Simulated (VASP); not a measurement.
The system is Cu.

```
CELL_PARAMETERS angstrom
0.00000 1.80849 1.80849
1.80849 0.00000 1.80849
1.80849 1.80849 0.00000
ATOMIC_POSITIONS crystal
Cu 0.00000 0.00000 0.00000
```

Program: VASP 6.6.1. Alike in all runs: task single point; no spin polarisation; cell as given; k mesh 12 × 12 × 12; cutoff (eV) 520; smearing fermi-dirac 0.06 eV.

Task: Order these runs on this cell by their pressure, lowest first.
A. level PBE; potentials or basis VASP PAW PBE potentials, release 64 (Cu)
B. level PBEsol; potentials or basis VASP PAW PBE potentials, release 64 (Cu)
C. level LDA; potentials or basis VASP PAW LDA potentials, release 64 (Cu)

Result: C (-12.0 GPa), B (-6.1 GPa), A (2.0 GPa).

Caveats: the PAW data sets were made with another functional, which shifts forces and pressure a little (some runs).
